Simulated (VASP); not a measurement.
Set up this calculation in VASP 6.6.1, as the native input.

```yaml
Task: single point
Functional: r2SCAN
Potentials_or_basis: VASP PAW PBE potentials, release 64 (B, As)
Cutoff: 520 eV
k_mesh: 10 × 10 × 10
Occupations: gaussian, width 0.05 eV
Spin: no spin polarisation
Dipole_correction: no
Further_INCAR_settings: ALGO = Normal; EDIFF = 1e-06; NBANDS = 11
```

Crystal: BAs.

```xyz
2
Lattice="0.0000 2.4158 2.3919 2.3919 0.0000 2.3919 2.3919 2.4158 0.0000" Properties=species:S:1:pos:R:3 pbc="T T T"
B     0.0000    0.0000    0.0000
As    3.5879    3.6238    3.5879
```

This cell differs from its parent crystal: strain +0.0100 x Voigt [0, 1, 0, 0, 0, 0].

The input as run:

POSCAR

```
BAs
1.0
    0.0000000000      2.4158363689      2.3919171969
    2.3919171969      0.0000000000      2.3919171969
    2.3919171969      2.4158363689      0.0000000000
B As
1 1
Direct
    0.0000000000      0.0000000000      0.0000000000
    0.7500000000      0.7500000000      0.7500000000
```

INCAR.step1

```
SYSTEM = BAs
PREC = Accurate
ENCUT = 520
ISMEAR = 0
SIGMA = 0.05
LREAL = .FALSE.
LASPH = .TRUE.
NELM = 60
NBANDS = 11
GGA = PE
ALGO = Normal
EDIFF = 1E-4
LWAVE = .TRUE.
LCHARG = .FALSE.
```

INCAR.step2

```
SYSTEM = BAs
PREC = Accurate
ENCUT = 520
EDIFF = 1E-6
ISMEAR = 0
SIGMA = 0.05
LREAL = .FALSE.
LASPH = .TRUE.
NELM = 60
ALGO = Normal
ISIF = 2
LWAVE = .FALSE.
LCHARG = .FALSE.
METAGGA = R2SCAN
LMIXTAU = .TRUE.
NBANDS = 11
ISTART = 1
```

KPOINTS

```
regular mesh
0
G
  10 10 10
  0 0 0
```

Potentials or basis: VASP PAW PBE potentials, release 64 (B, As).

The run is started by

```bash
$ cat potpaw_PBE.64/B/POTCAR potpaw_PBE.64/As/POTCAR > POTCAR
$ cp INCAR.step1 INCAR
$ mpirun -np 1 vasp_std > vasp.out
$ cp INCAR.step2 INCAR
$ mpirun -np 1 vasp_std > vasp.out
```

It gave:

- Pressure: -1.2 GPa
- Band gap on the k mesh: 1.31 eV, indirect (least direct gap 3.37 eV)

Caveat: the cell differs from its parent crystal (strain +0.0100 x Voigt [0, 1, 0, 0, 0, 0]); the PAW data sets were made with another functional, which shifts forces and pressure a little.

Run time: 90 s on 1 thread of Intel Xeon 6975P-C, with other jobs on the host, peak memory 0.19 GiB.
